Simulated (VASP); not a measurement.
MgS:

```
Mg S
1.0
    -0.04977    2.82357    2.82357
     2.82357   -0.04977    2.82357
     2.82357    2.82357   -0.04977
Mg S
1 1
Direct
  0.99836 0.99836 0.99836
  0.25164 0.25164 0.25164
```

This cell differs from its parent crystal: epitaxial 111 strain +1.5%.

Base run:

```yaml
Program: VASP 6.6.1
Functional: r2SCAN
Potentials_or_basis: VASP PAW PBE potentials, release 64 (Mg, S)
Cutoff: 520 eV
k_mesh: 8 × 8 × 8
Occupations: gaussian, width 0.01 eV
Spin: no spin polarisation
```

Its results: band gap on the k mesh 3.92 eV, direct; pressure -1.4 GPa; largest force 0.003 eV/Å.

Q: The run is repeated on the same cell with these changes: functional from r2SCAN to HSE06; k mesh from 8 × 8 × 8 to 6 × 6 × 6. What comes out?

A: Band gap on the k mesh 4.30 eV, direct; pressure -1.2 GPa; largest force 0.003 eV/Å.

Several settings changed at once, so the effect can't be laid on one alone.

Caveats: the PAW data sets were made with another functional, which shifts forces and pressure a little.

A k mesh can miss the band edges.
